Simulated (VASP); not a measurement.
Set up this calculation in VASP 6.6.1, as the native input.

```yaml
Task: single point
Functional: PBE
Potentials_or_basis: VASP PAW PBE potentials, release 64 (Sr_sv, Sc_sv, H)
Cutoff: 520 eV
k_mesh: 10 × 10 × 10
Occupations: gaussian, width 0.1 eV
Spin: no spin polarisation
Dipole_correction: no
Further_INCAR_settings: ALGO = Normal; EDIFF = 1e-07; NBANDS = 24
```

The structure of SrScH6 lies in POSCAR:

```
SrScH6
1.0
    4.1517859302      0.0000000000      0.0000000000
    0.0000000000      4.1517859302      0.0000000000
    0.0000000000      0.0000000000      4.1517859302
Sr Sc H
1 1 6
Direct
    0.0000000000      0.0000000000      0.0000000000
    0.5000000000      0.5000000000      0.5000000000
    0.0000000000      0.5000000000      0.7050259931
    0.5000000000      0.2949740069      0.0000000000
    0.7050259931      0.0000000000      0.5000000000
    0.0000000000      0.5000000000      0.2949740069
    0.5000000000      0.7050259931      0.0000000000
    0.2949740069      0.0000000000      0.5000000000
```

The cell was generated, and may not be a known phase.

These files were run (other wordings do the same):

INCAR

```
  ALGO = Normal
  EDIFF = 1E-7
  ENCUT = 520
  GGA = PE
  ISIF = 2
  ISMEAR = 0
  LASPH = T
  LCHARG = T
  LELF = T
  LREAL = F
  LVHAR = T
  LWAVE = F
  NBANDS = 24
  NELM = 80
  PREC = Accurate
  SIGMA = 0.1
```

KPOINTS

```
k-points
0
Gamma
  10 10 10
```

Potentials or basis: VASP PAW PBE potentials, release 64 (Sr_sv, Sc_sv, H).

Launch:

```sh
$ cat potpaw_PBE.64/Sr_sv/POTCAR potpaw_PBE.64/Sc_sv/POTCAR potpaw_PBE.64/H/POTCAR > POTCAR
$ mpirun -np 1 vasp_std > vasp.out
```

It gave:

| Property | Result |
| --- | --- |
| Pressure | 0.1 GPa |
| Band gap on the k mesh | zero (an odd number of electrons rules out a gap without spin polarisation) |

Caveat: an odd number of electrons without spin polarisation forces a metal; a magnetic or distorted state may lie lower.

Wall time 75 s on 1 thread of Intel(R) Xeon(R) Platinum 8488C (Sapphire Rapids), with other jobs on the host, peak memory 0.27 GiB.
